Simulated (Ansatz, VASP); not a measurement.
Cu in VASP and in Ansatz

```
Cu
1.0
     2.55619    0.00000    0.00000
     0.00000    2.55619    0.00000
     0.00000    0.00000   32.07500
Cu
11
Direct
  0.00000 0.00000 0.22913
  0.50000 0.50000 0.28182
  0.00000 0.00000 0.33660
  0.50000 0.50000 0.39111
  0.00000 0.00000 0.44560
  0.50000 0.50000 0.50000
  0.00000 0.00000 0.55440
  0.50000 0.50000 0.60889
  0.00000 0.00000 0.66340
  0.50000 0.50000 0.71818
  0.00000 0.00000 0.77087
```

Alike in both runs: functional PBEsol; k mesh 15 × 15 × 1; occupations gaussian, width 0.1 eV; no spin polarisation.

Ansatz relaxed the structure, and its values are those at the end. VASP's run is a single point on that final structure, the one shown.

```csv
,VASP,Ansatz
version,VASP 6.6.1,Ansatz 0.2.0
potentials or method,"VASP PAW PBE potentials, release 64 (Cu)","scalar-relativistic, plane waves, PAW"
plane-wave cutoff (eV),520,420
valence electrons in the cell,121,209
```

Ansatz gave:

```
gap on the k mesh at the Fermi level (eV) : none
rms of the force components (eV/Å)        : 0.000
```

Question: Which values does VASP return?

Answer: gap on the k mesh at the Fermi level (eV): none; rms of the force components (eV/Å): 0.009.

VASP's potentials were made for PBE, not for PBEsol. A gap of «none» marks a metal or a gap that the smearing closes. VASP's potentials hold 121 valence electrons a cell and Ansatz's 209, so a difference there can come from the potentials and not from the codes. Ansatz's warnings: xc potential rough in thin density.
